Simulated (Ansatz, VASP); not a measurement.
One calculation of Ta, two programs

INCAR

```
SYSTEM = Ta
PREC = Accurate
ENCUT = 520
EDIFF = 1E-6
ISMEAR = 0
SIGMA = 0.15
LREAL = .False.
LASPH = .True.
NELM = 60
ALGO = Normal
ISIF = 2
LWAVE = .False.
LCHARG = .True.
GGA = PE
LELF = .True.
LVHAR = .True.
NBANDS = 12
```

File KPOINTS:

```
Automatic mesh
0
Gamma
  18 18 18
  0 0 0
```

File POSCAR:

```
Ta
1.0
   -1.8420267615      1.6594835689      1.6594835689
    1.8420267615     -1.6594835689      1.6594835689
    1.8420267615      1.6594835689     -1.6594835689
Ta
1
Direct
    0.0000000000      0.0000000000      0.0000000000
```

Input for Ansatz:

```yaml
crystal:
  lattice:
    - [-1.8420267615, 1.6594835689, 1.6594835689]
    - [1.8420267615, -1.6594835689, 1.6594835689]
    - [1.8420267615, 1.6594835689, -1.6594835689]
  atoms:
    - { symbol: Ta, position: [0.0, 0.0, 0.0] }
basis:
  ecutwfc: 420
kpoints:
  mp_grid: { grid: [18, 18, 18] }
hamiltonian:
  xc: pbe
  pseudopotentials: { kind: paw, azcp: { folder: soft_1 } }
scf:
  occupations: { method: gaussian, width: 0.15 }
output:
  forces: true
  stress: true
  eigenvalues: true
```

Change from the starting cell: normal strain along x +0.1100, normal strain along z +0.0000.

Alike in both runs: task single point; functional PBE; k mesh 18 × 18 × 18; occupations gaussian, width 0.15 eV; no spin polarisation.

|  | VASP | Ansatz |
| --- | --- | --- |
| version | VASP 6.6.1 | Ansatz 0.2.0 |
| potentials or method | VASP PAW PBE potentials, release 64 (Ta_pv), cutoff 520 eV | scalar-relativistic, plane waves, PAW |
| valence electrons in the cell | 11 | 13 |

|  | VASP | Ansatz | Ansatz less VASP |
| --- | --- | --- | --- |
| gap on the k mesh at the Fermi level (eV) | none | none | - |
| pressure (GPa) | -15.9 | -15.8 | +0.05 |
| traceless stress, the component that is largest in VASP (GPa) | -4.52 | -4.52 | +0.007 |

A gap of «none» marks a metal or a gap that the smearing closes. With one functional, cell and mesh, what is left measures potentials, basis and numerics. VASP's potentials hold 11 valence electrons a cell and Ansatz's 13, so a difference there can come from the potentials and not from the codes.

Neither program's run includes spin-orbit coupling.
